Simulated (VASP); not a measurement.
A run of VASP 6.6.1:

File INCAR:

```
ALGO = Normal ; EDIFF = 1E-8
ENCUT = 520 ; GGA = PS
ISIF = 2 ; ISMEAR = -1
LASPH = True ; LCHARG = False
LEFG = True ; LREAL = False
LWAVE = False ; NBANDS = 33
NELM = 100 ; PREC = Accurate
SIGMA = 0.08
```

File KPOINTS:

```
k-points
0
Gamma
  8 8 8
```

POSCAR

```
ScIn3
1.0
    4.5474731880      0.0000000000      0.0000000000
    0.0000000000      4.5474731880      0.0000000000
    0.0000000000      0.0000000000      4.5474731880
Sc In
1 3
Direct
    0.0000000000      0.0000000000      0.0000000000
    0.0000000000      0.5000000000      0.5000000000
    0.5000000000      0.0000000000      0.5000000000
    0.5000000000      0.5000000000      0.0000000000
```

Potentials or basis: VASP PAW PBE potentials, release 64 (Sc_sv, In_d).

Command:

```bash
$ cat potpaw_PBE.64/Sc_sv/POTCAR potpaw_PBE.64/In_d/POTCAR > POTCAR
$ mpirun -np 1 vasp_std > vasp.out
```

Hardware: 1 thread of Oxide Virtual Turin-like Processor, on a shared host.

Problem. How long does it take, and how much memory?

Solution. Wall time 3.4 min on 1 thread of Oxide Virtual Turin-like Processor, on a shared host, peak memory 0.23 GiB. Counts: scf iterations 18, k points 35.
